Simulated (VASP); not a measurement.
# Zn3SbP (P4/mmm) in VASP: single point with PBE

Aim: the single point of Zn3SbP with PBE.

Everything below comes from runs of VASP 6.6.1. Logs are shortened: lines on timing, memory, paths and dates and some standing lists are left out, and cuts for length are marked.

## Step 1: The cell of the first run

Symmetry: P4/mmm, No. 123, tetragonal system. Conventional cell: a = 4.240 Å, b = 4.240 Å, c = 5.901 Å, α = 90.00°, β = 90.00°, γ = 90.00°. Zn (site symmetry mmm) has 2 Sb at 2.12 Å and 2 P at 2.12 Å within 2.8 Å. Within 3.9 Å of Zn (site symmetry 4/mmm) lie 2 P at 2.95 Å and 8 Zn at 3.63 Å. Within 2.8 Å of Sb (site symmetry 4/mmm) lie 4 Zn at 2.12 Å. Within 2.8 Å of P (site symmetry 4/mmm) lie 4 Zn at 2.12 Å.

## Step 2: Single point, PBE

The input, INCAR:

```
SYSTEM = Zn3SbP
PREC = Accurate
ENCUT = 520
EDIFF = 1E-6
ISMEAR = 0
SIGMA = 0.1
LREAL = .FALSE.
LASPH = .TRUE.
NELM = 100
ALGO = Normal
ISIF = 2
LWAVE = .FALSE.
LCHARG = .FALSE.
GGA = PE
NBANDS = 31
```

The input, KPOINTS:

```
Automatic mesh
0
G
  4 4 4
  0 0 0
```

The input, POSCAR:

```
Zn3SbP
1.0
    4.2399250000      0.0000000000      0.0000000000
    0.0000000000      4.2399250000      0.0000000000
    0.0000000000      0.0000000000      5.9010138300
Zn Sb P
3 1 1
Direct
    0.5000000000      0.0000000000      0.5000000000
    0.0000000000      0.5000000000      0.5000000000
    0.5000000000      0.5000000000      0.0000000000
    0.0000000000      0.0000000000      0.5000000000
    0.5000000000      0.5000000000      0.5000000000
```

Potentials or basis: VASP PAW PBE potentials, release 64 (Zn, Sb, P).

Command:

```sh
$ cat potpaw_PBE.64/Zn/POTCAR potpaw_PBE.64/Sb/POTCAR potpaw_PBE.64/P/POTCAR > POTCAR
$ mpirun -np 1 vasp_std > vasp.out
```

OUTCAR:

```text
SYSTEM = Zn3SbP
   PREC = Accurate
   ENCUT = 520
   EDIFF = 1E-6
   ISMEAR = 0
   LREAL = .FALSE.
   LASPH = .TRUE.
   NELM = 100
   ISIF = 2
   GGA = PE

 ion  position               nearest neighbor table
   1  0.500  0.000  0.500-   4 2.12   5 2.12   5 2.12   4 2.12   2 3.00   2 3.00   2 3.00   2 3.00

   2  0.000  0.500  0.500-   4 2.12   5 2.12   4 2.12   5 2.12   1 3.00   1 3.00   1 3.00   1 3.00

   3  0.500  0.500  0.000-   5 2.95   5 2.95
   4  0.000  0.000  0.500-   1 2.12   2 2.12   2 2.12   1 2.12   5 3.00   5 3.00   5 3.00   5 3.00

   5  0.500  0.500  0.500-   1 2.12   2 2.12   1 2.12   2 2.12   3 2.95   3 2.95   4 3.00   4 3.00
                             4 3.00   4 3.00

  LATTYP: Found a simple tetragonal cell.
 ALAT       =     4.2399250000
 C/A-ratio  =     1.3917731634

  Lattice vectors:

 A1 = (   4.2399250000,   0.0000000000,   0.0000000000)
 A2 = (   0.0000000000,   4.2399250000,   0.0000000000)
 A3 = (   0.0000000000,   0.0000000000,   5.9010138300)

Analysis of symmetry for initial positions (statically):
=====================================================================
 Subroutine PRICEL returns:
 Original cell was already a primitive cell.

 Routine SETGRP: Setting up the symmetry group for a
 simple tetragonal supercell.

 Subroutine GETGRP returns: Found 16 space group operations
 (whereof 16 operations were pure point group operations)
 out of a pool of 16 trial point group operations.

The static configuration has the point symmetry D_4h.

Analysis of symmetry for dynamics (positions and initial velocities):
=====================================================================
 Subroutine PRICEL returns:
 Original cell was already a primitive cell.

 Routine SETGRP: Setting up the symmetry group for a
 simple tetragonal supercell.

 Subroutine GETGRP returns: Found 16 space group operations
 (whereof 16 operations were pure point group operations)
 out of a pool of 16 trial point group operations.

The dynamic configuration has the point symmetry D_4h.

 Subroutine INISYM returns: Found 16 space group operations
 (whereof 16 operations are pure point group operations),
 and found     1 'primitive' translations

----------------------------------------------------------------------------------------

                                     Primitive cell

  volume of cell :     106.0823

  direct lattice vectors                    reciprocal lattice vectors
     4.239925000  0.000000000  0.000000000     0.235853229  0.000000000  0.000000000
     0.000000000  4.239925000  0.000000000     0.000000000  0.235853229  0.000000000
     0.000000000  0.000000000  5.901013830     0.000000000  0.000000000  0.169462406

  length of vectors
     4.239925000  4.239925000  5.901013830     0.235853229  0.235853229  0.169462406

  position of ions in fractional coordinates (direct lattice)
     0.500000000  0.000000000  0.500000000
     0.000000000  0.500000000  0.500000000
     0.500000000  0.500000000  0.000000000
     0.000000000  0.000000000  0.500000000
     0.500000000  0.500000000  0.500000000

  ion indices of the primitive-cell ions
   primitive index   ion index
                 1           1
                 2           2
                 3           3
                 4           4
                 5           5

----------------------------------------------------------------------------------------

 KPOINTS: Automatic mesh

Automatic generation of k-mesh.
 Grid dimensions read from file:
 generate k-points for:    4    4    4

 Generating k-lattice:

  Cartesian coordinates                     Fractional coordinates (reciprocal lattice)
     0.058963307  0.000000000  0.000000000     0.250000000  0.000000000  0.000000000
     0.000000000  0.058963307  0.000000000     0.000000000  0.250000000  0.000000000
     0.000000000  0.000000000  0.042365601     0.000000000  0.000000000  0.250000000

  Length of vectors
     0.058963307  0.058963307  0.042365601

  Shift w.r.t. Gamma in fractional coordinates (k-lattice)
     0.000000000  0.000000000  0.000000000

 Subroutine IBZKPT returns following result:
 ===========================================

 Found     18 irreducible k-points:

 Following reciprocal coordinates:
            Coordinates               Weight
  0.000000  0.000000  0.000000      1.000000
  0.250000  0.000000  0.000000      4.000000
  0.500000  0.000000  0.000000      2.000000
  0.250000  0.250000  0.000000      4.000000
  0.500000  0.250000  0.000000      4.000000
  0.500000  0.500000  0.000000      1.000000
[... 10 lines left out ...]
  0.500000  0.250000  0.500000      4.000000
  0.500000  0.500000  0.500000      1.000000
   k-points           NKPTS =     18   k-points in BZ     NKDIM =     18   number of bands    NBANDS=     31
   number of dos      NEDOS =    301   number of ions     NIONS =      5
   total plane-waves  NPLWV =  49152
   dimension x,y,z NGX =    32 NGY =   32 NGZ =   48
   dimension x,y,z NGXF=    64 NGYF=   64 NGZF=   96
   ions per type =               3   1   1
   NGX,Y,Z   is equivalent  to a cutoff of  12.55, 12.55, 13.52 a.u.
   NGXF,Y,Z  is equivalent  to a cutoff of  25.09, 25.09, 27.05 a.u.
 SYSTEM =  Zn3SbP
   PREC   = accura    normal or accurate (medium, high low for compatibility)
   ISTART =      0    job   : 0-new  1-cont  2-samecut
   ICHARG =      2    charge: 1-file 2-atom 10-const
   ISPIN  =      1    spin polarized calculation?
   LNONCOLLINEAR =      F non collinear calculations
   LSORBIT =      F    spin-orbit coupling
   LASPH  =      T    aspherical Exc in radial PAW
   ENCUT  =  520.0 eV  38.22 Ry    6.18 a.u.   7.88  7.88 10.97*2*pi/ulx,y,z
   NELM   =    100;   NELMIN=  2; NELMDL= -5     # of ELM steps
   EDIFF  = 0.1E-05   stopping-criterion for ELM
   LREAL  =      F    real-space projection
   EDIFFG = 0.1E-04   stopping-criterion for IOM
   NSW    =      0    number of steps for IOM
   IBRION =     -1    ionic relax: 0-MD 1-quasi-New 2-CG
   NFREE  =      0    steps in history (QN), initial steepest desc. (CG)
   ISIF   =      2    stress and relaxation
   ISYM   =      2    0-nonsym 1-usesym 2-fastsym
   POTIM  = 0.5000    time-step for ionic-motion
   TEBEG  =    0.0;   TEEND  =   0.0 temperature during run
   PSTRESS=    0.0 pullay stress
   NELECT =      46.0000    total number of electrons
   NUPDOWN=      -1.0000    fix difference up-down
   EMIN   =  10.00;   EMAX   =-10.00  energy-range for DOS
   EFERMI =   0.00;   METHOD = LEGACY
   ISMEAR =     0;   SIGMA  =   0.10  broadening in eV -4-tet -1-fermi 0-gaus
   EFERMI_NEDOS =   21; number of points for ismear=-14 and -15
   IALGO  =     38    algorithm
   IMIX   =      4    mixing-type and parameters
     AMIX     =   0.40;   BMIX     =  1.00
     AMIX_MAG =   1.60;   BMIX_MAG =  1.00
  volume/ion in A,a.u.               =      21.22       143.18
  Fermi-wavevector in a.u.,A,eV,Ry     =   1.239119  2.341596 20.890611  1.535417
  Thomas-Fermi vector in A             =   2.373616
   LORBIT       =      0    0 simple, 1 ext, 2 COOP (PROOUT), +10 PAW based schemes
   GGA     = PE    functional components
   LHFCALC =     F    Hartree Fock is set to
   AEXX    =    0.0000 exact exchange contribution
   IVDW    =     0    specifies the selected vdW correction
   LEPSILON=     F    determine dielectric tensor
   LRPA    =     F    only Hartree local field effects (RPA)
 non-spin polarized calculation
 Gauss-broadening in eV      SIGMA  =   0.10
  energy-cutoff  :      520.00
  volume of cell :      106.08
 maximum number of plane-waves:      2880
 NGX is ok and might be reduce to    32
   NGX = 15   NGY = 15   NGZ = 21

 number of electron      46.0000064 magnetization

 Free energy of the ion-electron system (eV)
  ---------------------------------------------------
  ext. energy  EPLUGINS =         0.00000000
  ---------------------------------------------------
  free energy    TOTEN  =        -1.36826455 eV

  energy without entropy =       -1.36329844  energy(sigma->0) =       -1.36578149

 E-fermi :   4.0449     XC(G=0):  -9.4558

 val. band max:        4.0227025606   @ k =   0.0000   0.0000   0.0000
 cond. band min:       4.0453905075   @ k =   0.5000   0.5000   0.2500
 fundamental gap:      0.0226879469
 Fermi energy:         4.0449264217

 k-point     1 :       0.0000    0.0000    0.0000
  band No.  band energies     occupation
      1     -11.3565      2.00000
      2      -8.3788      2.00000
      3      -6.2181      2.00000
      4      -5.7210      2.00000
      5      -5.5103      2.00000
      6      -5.5103      2.00000
[... 23 lines left out ...]
     30       9.7517      0.00000
     31      10.1527      0.00000

 k-point     2 :       0.2500    0.0000    0.0000
  band No.  band energies     occupation
      1     -10.8378      2.00000
      2      -8.3754      2.00000
      3      -6.1918      2.00000
      4      -5.9903      2.00000
      5      -5.7680      2.00000
      6      -5.6264      2.00000
[... 23 lines left out ...]
     30      10.8632      0.00000
     31      11.8638      0.00000

 k-point     3 :       0.5000    0.0000    0.0000
  band No.  band energies     occupation
      1      -9.6184      2.00000
      2      -9.1986      2.00000
      3      -6.6154      2.00000
      4      -6.3542      2.00000
      5      -6.0890      2.00000
      6      -5.9640      2.00000
[... 23 lines left out ...]
     30       9.9507      0.00000
     31      10.7909      0.00000

 k-point     4 :       0.2500    0.2500    0.0000
  band No.  band energies     occupation
      1     -10.3252      2.00000
      2      -8.1937      2.00000
      3      -6.4075      2.00000
      4      -6.2297      2.00000
      5      -6.1303      2.00000
      6      -5.6915      2.00000
[... 431 lines left out ...]
     30      10.0750      0.00000
     31      10.9039      0.00000

 k-point    17 :       0.5000    0.2500    0.5000
  band No.  band energies     occupation
      1      -9.1245      2.00000
      2      -8.6921      2.00000
      3      -6.7536      2.00000
      4      -6.5972      2.00000
      5      -6.1191      2.00000
      6      -6.0348      2.00000
[... 23 lines left out ...]
     30       9.8267      0.00000
     31      10.2999      0.00000

 k-point    18 :       0.5000    0.5000    0.5000
  band No.  band energies     occupation
      1      -8.1946      2.00000
      2      -7.3861      2.00000
      3      -7.3204      2.00000
      4      -7.3204      2.00000
      5      -6.4889      2.00000
      6      -6.4889      2.00000
[... 23 lines left out ...]
     30       9.7688      0.00000
     31      11.1305      0.00000

------------------------ aborting loop because EDIFF is reached ----------------------------------------

  FORCE on cell =-STRESS in cart. coord.  units (eV):
  Direction    XX          YY          ZZ          XY          YZ          ZX
  --------------------------------------------------------------------------------------
  -------------------------------------------------------------------------------------
  Total       52.6463316     52.6463316     -1.9437683      0.0000000      0.0000000      0.0000000
  in kB      795.1255634    795.1255634    -29.3570293      0.0000000      0.0000000      0.0000000
  external PRESSURE =     520.2980325 kB  Pullay stress =       0.0000000 kB

 VOLUME and BASIS-vectors are now :
 -----------------------------------------------------------------------------
  energy-cutoff  :      520.00
  volume of cell :      106.08
      direct lattice vectors                 reciprocal lattice vectors
     4.239925000  0.000000000  0.000000000     0.235853229  0.000000000  0.000000000
     0.000000000  4.239925000  0.000000000     0.000000000  0.235853229  0.000000000
     0.000000000  0.000000000  5.901013830     0.000000000  0.000000000  0.169462406

 POSITION                                       TOTAL-FORCE (eV/Angst)
 -----------------------------------------------------------------------------------
      2.11996      0.00000      2.95051         0.000000      0.000000      0.000000
      0.00000      2.11996      2.95051         0.000000      0.000000      0.000000
      2.11996      2.11996      0.00000         0.000000      0.000000      0.000000
      0.00000      0.00000      2.95051         0.000000      0.000000      0.000000
      2.11996      2.11996      2.95051         0.000000      0.000000      0.000000
 -----------------------------------------------------------------------------------
    total drift:                                0.000000     -0.000000     -0.000000

  FREE ENERGIE OF THE ION-ELECTRON SYSTEM (eV)
  ---------------------------------------------------
  free  energy   TOTEN  =        -1.3682645465 eV

  energy  without entropy=       -1.3632984358  energy(sigma->0) =       -1.36578149
```

Wall time 31 s (1 thread of Intel Xeon Platinum 8488C (Sapphire Rapids), shared host); peak memory 0.24 GiB.

Results:

```
Free energy            : -1.3683 eV
Pressure               : 52.0 GPa
Band gap on the k mesh : zero (band 23 reaches 5.12 eV, above the bottom of band 24 at 1.94 eV)
```

Stress tensor (GPa, compression positive):
```
79.51  0.00  0.00
 0.00 79.51  0.00
 0.00  0.00 -2.94
```

Caveat: the k points lie up to 0.37 Å⁻¹ apart; spin-orbit coupling is left out, which moves the levels of the heavy elements.
